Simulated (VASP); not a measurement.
# TiTe2 (P-3m1) in VASP: settings compared, part 2 of 2

VASP 6.6.1. Earlier steps stand in the parts before.

## (3) Single point, r2SCAN

This run uses another cell than the first one, of 25.15 Å³/atom.

Input file POSCAR:

```
TiTe2
1.0
    3.6998967326      0.0000000000      0.0000000000
   -1.8499483663      3.2042045618      0.0000000000
    0.0000000000      0.0000000000      6.3653505344
Ti Te
1 2
Direct
    0.0000000000      0.0000000000      0.0000000000
    0.6666666667      0.3333333333      0.2628000000
    0.3333333333      0.6666666667      0.7372000000
```

Input file INCAR.step1:

```
PREC = Accurate
ENCUT = 520
ISMEAR = 0
SIGMA = 0.05
LREAL = F
LASPH = T
NELM = 80
NBANDS = 19
GGA = PE
ALGO = Normal
EDIFF = 1E-4
LWAVE = T
LCHARG = F
```

Input file INCAR.step2:

```
PREC = Accurate
ENCUT = 520
EDIFF = 1E-6
ISMEAR = 0
SIGMA = 0.05
LREAL = F
LASPH = T
NELM = 80
ALGO = Normal
ISIF = 2
LWAVE = F
LCHARG = F
METAGGA = R2SCAN
LMIXTAU = T
NBANDS = 19
ISTART = 1
```

Input file KPOINTS:

```
Automatic mesh
0
Gamma
  9 9 6
```

Potentials or basis: VASP PAW PBE potentials, release 64 (Ti_sv, Te).

Run with:

```
> cat potpaw_PBE.64/Ti_sv/POTCAR potpaw_PBE.64/Te/POTCAR > POTCAR
> cp INCAR.step1 INCAR
> mpirun -np 1 vasp_std > vasp.out
> cp INCAR.step2 INCAR
> mpirun -np 1 vasp_std > vasp.out
```

OUTCAR:

```text
PREC = Accurate
   ENCUT = 520
   EDIFF = 1E-6
   ISMEAR = 0
   LREAL = F
   LASPH = T
   NELM = 80
   ISIF = 2
   METAGGA = R2SCAN
   ISTART = 1

 ion  position               nearest neighbor table
   1  0.000  0.000  0.000-   2 2.71   3 2.71   3 2.71   2 2.71   2 2.71   3 2.71
   2  0.667  0.333  0.263-   1 2.71   1 2.71   1 2.71
   3  0.333  0.667  0.737-   1 2.71   1 2.71   1 2.71

  LATTYP: Found a hexagonal cell.
 ALAT       =     3.6998967326
[... 722 lines left out ...]

  FORCE on cell =-STRESS in cart. coord.  units (eV):
  Direction    XX          YY          ZZ          XY          YZ          ZX
  --------------------------------------------------------------------------------------
  -------------------------------------------------------------------------------------
  Total        2.8000926      2.8000926      2.8142904      0.0000000     -0.0000000      0.0000000
  in kB       59.4498573     59.4498573     59.7512964      0.0000000     -0.0000000      0.0000000
  external PRESSURE =      59.5503370 kB  Pullay stress =       0.0000000 kB

 VOLUME and BASIS-vectors are now :
 -----------------------------------------------------------------------------
  energy-cutoff  :      520.00
  volume of cell :       75.46
      direct lattice vectors                 reciprocal lattice vectors
     3.699896733  0.000000000  0.000000000     0.270277814  0.156044969  0.000000000
    -1.849948366  3.204204562  0.000000000     0.000000000  0.312089937  0.000000000
     0.000000000  0.000000000  6.365350534     0.000000000  0.000000000  0.157100539

 POSITION                                       TOTAL-FORCE (eV/Angst)
 -----------------------------------------------------------------------------------
      0.00000      0.00000      0.00000        -0.000000      0.000000      0.000000
      1.84995      1.06807      1.67281        -0.000000      0.000000      0.393988
     -0.00000      2.13614      4.69254         0.000000     -0.000000     -0.393988
 -----------------------------------------------------------------------------------
    total drift:                                0.000000     -0.000000     -0.000000

  FREE ENERGIE OF THE ION-ELECTRON SYSTEM (eV)
  ---------------------------------------------------
  free  energy   TOTEN  =       -66.1584716201 eV

  energy  without entropy=      -66.1562376105  energy(sigma->0) =      -66.15735462
```

OSZICAR.step1:

```text
N       E                     dE             d eps       ncg     rms          rms(c)
DAV:   1     0.182049624266E+03    0.18205E+03   -0.10781E+04  2356   0.119E+03
DAV:   2    -0.166636881914E+01   -0.18372E+03   -0.17878E+03  2476   0.306E+02
DAV:   3    -0.174592147520E+02   -0.15793E+02   -0.15409E+02  3559   0.836E+01
DAV:   4    -0.180067217320E+02   -0.54751E+00   -0.54519E+00  3109   0.149E+01
DAV:   5    -0.180272923075E+02   -0.20571E-01   -0.20563E-01  3306   0.270E+00    0.125E+01
DAV:   6    -0.178625918922E+02    0.16470E+00   -0.29555E+01  2691   0.359E+01    0.121E+01
DAV:   7    -0.163034296949E+02    0.15592E+01   -0.22175E+01  2890   0.283E+01    0.516E+00
DAV:   8    -0.161107998943E+02    0.19263E+00   -0.12845E+00  2781   0.821E+00    0.154E+00
DAV:   9    -0.161226504648E+02   -0.11851E-01   -0.93525E-02  3270   0.194E+00    0.118E+00
DAV:  10    -0.161147667929E+02    0.78837E-02   -0.11022E-01  2764   0.239E+00    0.562E-01
DAV:  11    -0.161142144575E+02    0.55234E-03   -0.15193E-02  2772   0.935E-01    0.287E-01
DAV:  12    -0.161139190839E+02    0.29537E-03   -0.32220E-03  2814   0.396E-01    0.146E-01
DAV:  13    -0.161138723375E+02    0.46746E-04   -0.21939E-04  1954   0.125E-01
   1 F= -.16113872E+02 E0= -.16112923E+02  d E =-.189896E-02
```

Run time: 2.3 min. Hardware: 1 thread of Intel Xeon 6975P-C (Granite Rapids), shared host; peak memory 0.25 GiB.

What came out:

```yaml
Free_energy: -66.1585 eV
Pressure: 6.0 GPa
Largest_force: 0.394 eV/Å
Band_gap_on_the_k_mesh: zero (bands 12 and 13 overlap by 0.67 eV)
```

Forces on the atoms (eV/Å):
```
Ti   0.000  0.000  0.000
Te   0.000  0.000  0.394
Te   0.000  0.000 -0.394
```

Levels at points of the mesh, in eV from the Fermi level:
```
           k point  band 8  band 9  band 10  band 11  band 12  band 13  band 14  band 15  band 16  band 17
(0.00, 0.00, 0.00)   -2.02   -2.02     0.44     0.44     0.45     0.59     1.16     1.16     3.38     3.38
(0.00, 0.00, 0.50)   -3.01   -1.94    -1.94     0.43     0.43     0.79     0.79     1.31     3.89     3.89
```

Caveat: the cell stands under pressure; the PAW data sets were made with another functional, which shifts forces and pressure a little; spin-orbit coupling is left out, which moves the levels of the heavy elements.

## (4) Single point, r2SCAN

Input file POSCAR:

```
TiTe2
1.0
    3.7770000000      0.0000000000      0.0000000000
   -1.8885000000      3.2709779501      0.0000000000
    0.0000000000      0.0000000000      6.4980000000
Ti Te
1 2
Direct
    0.0000000000      0.0000000000      0.0000000000
    0.6666666667      0.3333333333      0.2628000000
    0.3333333333      0.6666666667      0.7372000000
```

Input file INCAR.step1:

```
SYSTEM = TiTe2
PREC = Accurate ; ENCUT = 520
ISMEAR = 0 ; SIGMA = 0.05
LREAL = .False. ; LASPH = .True.
NELM = 100 ; NBANDS = 19
GGA = PE ; ALGO = Normal
EDIFF = 1E-4 ; LWAVE = .True.
LCHARG = .False.
```

Input file INCAR.step2:

```
SYSTEM = TiTe2
PREC = Accurate ; ENCUT = 520
EDIFF = 1E-6 ; ISMEAR = 0
SIGMA = 0.05 ; LREAL = .False.
LASPH = .True. ; NELM = 100
ALGO = Normal ; ISIF = 2
LWAVE = .False. ; LCHARG = .True.
METAGGA = R2SCAN ; LMIXTAU = .True.
LELF = .True. ; LVHAR = .True.
NBANDS = 19 ; ISTART = 1
```

Input file KPOINTS:

```
Automatic mesh
0
Gamma
  9 9 6
  0 0 0
```

Run with:

```
> cat potpaw_PBE.64/Ti_sv/POTCAR potpaw_PBE.64/Te/POTCAR > POTCAR
> cp INCAR.step1 INCAR
> mpirun -np 1 vasp_std > vasp.out
> cp INCAR.step2 INCAR
> mpirun -np 1 vasp_std > vasp.out
```

Run time: 2.4 min. Hardware: 1 thread of Intel Xeon 6975P-C (Granite Rapids), shared host; peak memory 0.26 GiB.

Results (log left out):

| Quantity | Value |
| --- | --- |
| Free energy | -66.2622 eV |
| Pressure | 1.1 GPa |
| Largest force | 0.191 eV/Å |
| Band gap on the k mesh | zero (bands 12 and 13 overlap by 0.60 eV) |

Forces in eV/Å, atoms in the order of the input:
```
Ti   0.000  0.000  0.000
Te   0.000  0.000 -0.191
Te   0.000  0.000  0.191
```

Stress tensor (GPa, compression positive):
```
1.27 0.00 0.00
0.00 1.27 0.00
0.00 0.00 0.80
```

Levels at points of the mesh, in eV from the Fermi level:
```csv
k point,band 9,band 10,band 11,band 12,band 13,band 14,band 15,band 16
"(0.00, 0.00, 0.00)",-1.93,0.41,0.41,0.45,0.46,0.97,0.97,3.10
"(0.00, 0.00, 0.50)",-1.86,-1.86,0.41,0.41,0.65,0.65,1.15,3.53
```

Caveat: the PAW data sets were made with another functional, which shifts forces and pressure a little; spin-orbit coupling is left out, which moves the levels of the heavy elements.

## (5) Summary

| level | potentials or basis | cell | gap on the mesh (eV) | pressure (GPa) | largest force (eV/Å) |
| --- | --- | --- | --- | --- | --- |
| LDA | VASP PAW LDA potentials, release 64 (Ti_sv, Te) | a = 3.777, b = 3.777, c = 6.498 Å, angles 90.0, 90.0, 120.0°, 3 atoms | none | -4.0 | 0.27 |
| r2SCAN | VASP PAW PBE potentials, release 64 (Ti_sv, Te) | a = 3.700, b = 3.700, c = 6.365 Å, angles 90.0, 90.0, 120.0°, 3 atoms | none | 6.0 | 0.39 |
| r2SCAN | VASP PAW PBE potentials, release 64 (Ti_sv, Te) | a = 3.777, b = 3.777, c = 6.498 Å, angles 90.0, 90.0, 120.0°, 3 atoms | none | 1.1 | 0.19 |

Alike in all rows: task single point; no spin polarisation; k mesh 9 × 9 × 6; cutoff (eV) 520; smearing gaussian 0.05 eV.

Caveats: spin-orbit coupling is left out, which moves the levels of the heavy elements; the PAW data sets were made with another functional, which shifts forces and pressure a little (at least some runs); the cell stands under tension (at least some runs); the cell stands under pressure (at least some runs).

Absolute energies hang on the potentials; compare differences alone.
